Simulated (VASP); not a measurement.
# Mg7CuO8 (a cell with a defect) in VASP: notebook, part 2 of 2

VASP 6.6.1. Earlier steps stand in the parts before.

## 4. Single point, PBE, collinear spin

File INCAR:

```
PREC = Accurate
ENCUT = 520
EDIFF = 1E-6
ISMEAR = -1
SIGMA = 0.01
LREAL = Auto
LASPH = T
NELM = 150
ALGO = Normal
ISIF = 2
LWAVE = F
LCHARG = T
ISPIN = 2
MAGMOM = 0 0 0 0 0 0 0 0.66 0.07 0.07 0.07 0 0 0.07 0.07 0.07
LORBIT = 11
LMAXMIX = 4
GGA = PE
LELF = T
LVHAR = T
NBANDS = 54
```

File KPOINTS:

```
regular mesh
0
Gamma
  2 2 2
```

File POSCAR:

```
Mg7CuO8
1.0
    0.0000000000      4.3554000000      4.3554000000
    4.3554000000      0.0000000000      4.3554000000
    4.3554000000      4.3554000000      0.0000000000
Mg Cu O
7 1 8
Direct
    0.0000000000      0.0000000000      0.0000000000
    0.0000000000      0.0000000000      0.5000000000
    0.0000000000      0.5000000000      0.0000000000
    0.0000000000      0.5000000000      0.5000000000
    0.5000000000      0.0000000000      0.5000000000
    0.5000000000      0.5000000000      0.0000000000
    0.5000000000      0.5000000000      0.5000000000
    0.5000000000      0.0000000000      0.0000000000
    0.2500000000      0.2500000000      0.2500000000
    0.2500000000      0.2500000000      0.7500000000
    0.2500000000      0.7500000000      0.2500000000
    0.2500000000      0.7500000000      0.7500000000
    0.7500000000      0.2500000000      0.2500000000
    0.7500000000      0.2500000000      0.7500000000
    0.7500000000      0.7500000000      0.2500000000
    0.7500000000      0.7500000000      0.7500000000
```

Potentials or basis: VASP PAW PBE potentials, release 64 (Mg, Cu, O).

Launch:

```console
$ cat potpaw_PBE.64/Mg/POTCAR potpaw_PBE.64/Cu/POTCAR potpaw_PBE.64/O/POTCAR > POTCAR
$ mpirun -np 1 vasp_std > vasp.out
```

OUTCAR:

```text
PREC = Accurate
   ENCUT = 520
   EDIFF = 1E-6
   ISMEAR = -1
   LREAL = Auto
   LASPH = T
   NELM = 150
   ISIF = 2
   ISPIN = 2
   LORBIT = 11
   GGA = PE

 ion  position               nearest neighbor table
   1  0.000  0.000  0.000-  10 2.18  11 2.18  12 2.18  13 2.18  14 2.18  15 2.18   2 3.08   3 3.08
                             8 3.08   2 3.08   4 3.08   5 3.08   3 3.08   4 3.08   6 3.08   5 3.08
   2  0.000  0.000  0.500-   9 2.18  11 2.18  12 2.18  13 2.18  14 2.18  16 2.18   1 3.08   4 3.08
                             5 3.08   1 3.08   3 3.08   8 3.08   3 3.08   4 3.08   7 3.08   5 3.08
   3  0.000  0.500  0.000-   9 2.18  10 2.18  12 2.18  13 2.18  15 2.18  16 2.18   1 3.08   4 3.08
                             6 3.08   2 3.08   4 3.08   7 3.08   1 3.08   2 3.08   8 3.08   6 3.08
   4  0.000  0.500  0.500-   9 2.18  10 2.18  11 2.18  14 2.18  15 2.18  16 2.18   2 3.08   3 3.08
                             7 3.08   1 3.08   3 3.08   6 3.08   1 3.08   2 3.08   5 3.08   5 3.08
   5  0.500  0.000  0.500-   9 2.18  10 2.18  12 2.18  13 2.18  15 2.18  16 2.18   2 3.08   7 3.08
                             8 3.08   1 3.08   6 3.08   8 3.08   4 3.08   6 3.08   7 3.08   1 3.08
   6  0.500  0.500  0.000-   9 2.18  11 2.18  12 2.18  13 2.18  14 2.18  16 2.18   3 3.08   7 3.08
                             8 3.08   4 3.08   5 3.08   7 3.08   1 3.08   5 3.08   8 3.08   1 3.08
   7  0.500  0.500  0.500-  10 2.18  11 2.18  12 2.18  13 2.18  14 2.18  15 2.18   4 3.08   5 3.08
                             6 3.08   3 3.08   6 3.08   8 3.08   2 3.08   5 3.08   8 3.08   2 3.08
   8  0.500  0.000  0.000-   9 2.18  10 2.18  11 2.18  14 2.18  15 2.18  16 2.18   1 3.08   5 3.08
                             6 3.08   2 3.08   5 3.08   7 3.08   3 3.08   6 3.08   7 3.08   1 3.08
   9  0.250  0.250  0.250-   2 2.18   3 2.18   4 2.18   5 2.18   6 2.18   8 2.18
  10  0.250  0.250  0.750-   1 2.18   3 2.18   4 2.18   5 2.18   7 2.18   8 2.18
  11  0.250  0.750  0.250-   1 2.18   2 2.18   4 2.18   6 2.18   7 2.18   8 2.18
  12  0.250  0.750  0.750-   1 2.18   2 2.18   3 2.18   5 2.18   6 2.18   7 2.18
  13  0.750  0.250  0.250-   1 2.18   2 2.18   3 2.18   5 2.18   6 2.18   7 2.18
  14  0.750  0.250  0.750-   1 2.18   2 2.18   4 2.18   6 2.18   7 2.18   8 2.18
  15  0.750  0.750  0.250-   1 2.18   3 2.18   4 2.18   5 2.18   7 2.18   8 2.18
  16  0.750  0.750  0.750-   2 2.18   3 2.18   4 2.18   5 2.18   6 2.18   8 2.18

  LATTYP: Found a face centered cubic cell.
 ALAT       =     8.7108000000

  Lattice vectors:

 A1 = (   0.0000000000,   4.3554000000,   4.3554000000)
 A2 = (   4.3554000000,   0.0000000000,   4.3554000000)
 A3 = (   4.3554000000,   4.3554000000,   0.0000000000)

Analysis of symmetry for initial positions (statically):
=====================================================================
 Subroutine PRICEL returns:
 Original cell was already a primitive cell.

 Routine SETGRP: Setting up the symmetry group for a
 face centered cubic supercell.

 Subroutine GETGRP returns: Found 48 space group operations
 (whereof  8 operations were pure point group operations)
 out of a pool of 48 trial point group operations.

The static configuration has the point symmetry D_2h.
 The point group associated with its full space group is O_h .

Analysis of symmetry for dynamics (positions and initial velocities):
=====================================================================
 Subroutine PRICEL returns:
 Original cell was already a primitive cell.

 Routine SETGRP: Setting up the symmetry group for a
 face centered cubic supercell.

 Subroutine GETGRP returns: Found 48 space group operations
 (whereof  8 operations were pure point group operations)
 out of a pool of 48 trial point group operations.

The dynamic configuration has the point symmetry D_2h.
 The point group associated with its full space group is O_h .

Analysis of structural, dynamic, and magnetic symmetry:
[... 140 lines left out ...]
  Fermi-wavevector in a.u.,A,eV,Ry     =   1.246841  2.356188 21.151787  1.554612
  Thomas-Fermi vector in A             =   2.381000
   LORBIT       =     11    0 simple, 1 ext, 2 COOP (PROOUT), +10 PAW based schemes
   GGA     = PE    functional components
   LHFCALC =     F    Hartree Fock is set to
   AEXX    =    0.0000 exact exchange contribution
   IVDW    =     0    specifies the selected vdW correction
   LEPSILON=     F    determine dielectric tensor
   LRPA    =     F    only Hartree local field effects (RPA)
 spin polarized calculation
  energy-cutoff  :      520.00
  volume of cell :      165.24
 maximum number of plane-waves:      4477
 NGX is ok and might be reduce to    48
   NGX = 23   NGY = 23   NGZ = 23

 number of electron      72.9999961 magnetization       0.9999761

 Free energy of the ion-electron system (eV)
  ---------------------------------------------------
  ext. energy  EPLUGINS =         0.00000000
  ---------------------------------------------------
  free energy    TOTEN  =       -92.16507583 eV

  energy without entropy =      -92.15846020  energy(sigma->0) =      -92.16176801

 E-fermi :   4.1340     XC(G=0): -10.7743

 val. band max:        4.1289039713   @ k =   0.5000   0.0000   0.0000
 cond. band min:       4.3384044602   @ k =   0.0000   0.0000   0.0000
 fundamental gap:      0.2095004890
 Fermi energy:         4.1339993671

 spin component 1

 k-point     1 :       0.0000    0.0000    0.0000
  band No.  band energies     occupation
      1     -14.2477      1.00000
      2     -13.2345      1.00000
      3     -13.2345      1.00000
      4     -13.2345      1.00000
      5     -13.0731      1.00000
      6     -13.0330      1.00000
[... 142 lines left out ...]
     47      13.5655      0.00000
     48      13.6136      0.00000
 Fermi energy:         4.1339993671

 spin component 2

 k-point     1 :       0.0000    0.0000    0.0000
  band No.  band energies     occupation
      1     -14.1714      1.00000
      2     -13.1246      1.00000
      3     -13.1246      1.00000
      4     -13.1246      1.00000
      5     -13.0754      1.00000
      6     -12.9186      1.00000
[... 142 lines left out ...]
     47      13.5679      0.00000
     48      13.6234      0.00000
 [bands above 48 left out]

------------------------ aborting loop because EDIFF is reached ----------------------------------------

  FORCE on cell =-STRESS in cart. coord.  units (eV):
  Direction    XX          YY          ZZ          XY          YZ          ZX
  --------------------------------------------------------------------------------------
  -------------------------------------------------------------------------------------
  Total       -9.8454226     -9.8454226     -9.8454226      0.0000000     -0.0000000     -0.0000000
  in kB      -95.4620616    -95.4620616    -95.4620616      0.0000000     -0.0000000     -0.0000000
  external PRESSURE =     -95.4620616 kB  Pullay stress =       0.0000000 kB

 VOLUME and BASIS-vectors are now :
 -----------------------------------------------------------------------------
  energy-cutoff  :      520.00
  volume of cell :      165.24
      direct lattice vectors                 reciprocal lattice vectors
     0.000000000  4.355400000  4.355400000    -0.114800018  0.114800018  0.114800018
     4.355400000  0.000000000  4.355400000     0.114800018 -0.114800018  0.114800018
     4.355400000  4.355400000  0.000000000     0.114800018  0.114800018 -0.114800018

 POSITION                                       TOTAL-FORCE (eV/Angst)
 -----------------------------------------------------------------------------------
      0.00000      0.00000      0.00000        -0.000000     -0.000000     -0.000000
      2.17770      2.17770      0.00000         0.000000      0.000000     -0.000000
      2.17770      0.00000      2.17770        -0.000000      0.000000     -0.000000
      4.35540      2.17770      2.17770         0.000000      0.000000     -0.000000
      2.17770      4.35540      2.17770        -0.000000      0.000000     -0.000000
      2.17770      2.17770      4.35540         0.000000      0.000000     -0.000000
[... 8 lines left out ...]
      4.35540      4.35540      6.53310         0.000000      0.413832     -0.000000
      6.53310      6.53310      6.53310        -0.413832      0.000000     -0.000000
 -----------------------------------------------------------------------------------
    total drift:                                0.000000      0.000000      0.000000

  FREE ENERGIE OF THE ION-ELECTRON SYSTEM (eV)
  ---------------------------------------------------
  free  energy   TOTEN  =       -92.1650758273 eV

  energy  without entropy=      -92.1584601967  energy(sigma->0) =      -92.16176801

 total charge

# of ion       s       p       d       tot
------------------------------------------
    1        0.134   0.148   0.062   0.344
    2        0.134   0.148   0.062   0.344
    3        0.134   0.148   0.062   0.344
    4        0.141   0.150   0.059   0.350
    5        0.134   0.148   0.062   0.344
    6        0.134   0.148   0.062   0.344
[... 8 lines left out ...]
   15        1.546   3.478   0.000   5.023
   16        1.546   3.478   0.000   5.023
--------------------------------------------------
tot         13.593  29.225   9.539  52.357

 magnetization (x)

# of ion       s       p       d       tot
------------------------------------------
    1       -0.000  -0.000  -0.000  -0.001
    2       -0.000  -0.000  -0.000  -0.001
    3       -0.000  -0.000  -0.000  -0.001
    4       -0.002   0.002   0.004   0.004
    5       -0.000  -0.000  -0.000  -0.001
    6       -0.000  -0.000  -0.000  -0.001
[... 8 lines left out ...]
   15        0.002   0.061   0.000   0.062
   16        0.002   0.061   0.000   0.062
--------------------------------------------------
tot          0.004   0.359   0.597   0.959
```

It took 1.7 min on 1 thread of Intel Xeon 6975P-C (Granite Rapids), shared host; peak memory 0.41 GiB.

What came out:

```
Free energy                                           : -92.1651 eV
Pressure                                              : -9.5 GPa
Largest force                                         : 0.414 eV/Å
Band gap on the k mesh                                : zero (filled and empty bands overlap)
Net moment                                            : 1.00 μB per cell
Site moments                                          : Mg -0.00, +0.00; Cu +0.59; O +0.06, -0.00 μB
Valence electrons inside the program's atomic spheres : Mg 0.34, 0.35; Cu 9.71; O 5.02, 5.05
```

Forces on the atoms (eV/Å):
```
Mg   0.000  0.000  0.000
Mg   0.000  0.000  0.000
Mg   0.000  0.000  0.000
Mg   0.000  0.000  0.000
Mg   0.000  0.000  0.000
Mg   0.000  0.000  0.000
Mg   0.000  0.000  0.000
Cu   0.000  0.000  0.000
O    0.414  0.000  0.000
O    0.000 -0.414  0.000
O    0.000  0.000 -0.414
O    0.000  0.000  0.000
O    0.000  0.000  0.000
O    0.000  0.000  0.414
O    0.000  0.414  0.000
O   -0.414  0.000  0.000
```

Levels at points of the mesh, in eV from the Fermi level:
Spin up:
```tsv
k point	band 35	band 36	band 37	band 38	band 39	band 40
(0.00, 0.00, 0.00)	-1.59	-0.51	-0.51	2.08	5.71	5.71
(0.50, 0.00, 0.00)	-1.65	-0.72	-0.72	4.44	4.63	7.03
(0.50, 0.50, 0.00)	-1.59	-1.44	-0.51	5.21	5.56	6.84
```
Spin down:
```csv
k point,band 34,band 35,band 36,band 37,band 38,band 39
"(0.00, 0.00, 0.00)",-1.48,-1.48,0.20,0.20,2.11,5.72
"(0.50, 0.00, 0.00)",-1.41,-1.41,-0.01,-0.01,4.50,4.66
"(0.50, 0.50, 0.00)",-1.33,-1.33,-0.58,0.21,5.31,5.58
```

Caveat: the k points lie up to 0.62 Å⁻¹ apart; semilocal functionals often make such compounds metallic where correlation or magnetic order opens a gap, which also shifts bond lengths. With open d or f shells a metallic result of PBE can be an artefact of self-interaction; +U or a hybrid may open a gap.

## 5. Overview

| spin | gap on the mesh (eV) | pressure (GPa) | moment (μB) | largest force (eV/Å) |
| --- | --- | --- | --- | --- |
| off | none | -9.5 | - | 0.43 |
| collinear, ferromagnetic start | none | -9.5 | 1.00 | 0.41 |
| collinear | none | -9.5 | 1.00 | 0.41 |

Alike in all rows: task single point; level PBE; potentials or basis VASP PAW PBE potentials, release 64 (Mg, Cu, O); cell as given; k mesh 2 × 2 × 2; cutoff (eV) 520; smearing fermi-dirac 0.01 eV.

Caveats: all runs use coarse meshes; semilocal functionals often make such compounds metallic where correlation or magnetic order opens a gap, which also shifts bond lengths; an odd number of electrons without spin polarisation forces a metal (some runs); a magnetic or distorted state may lie lower (some runs).

Absolute energies hang on the potentials; compare differences alone.
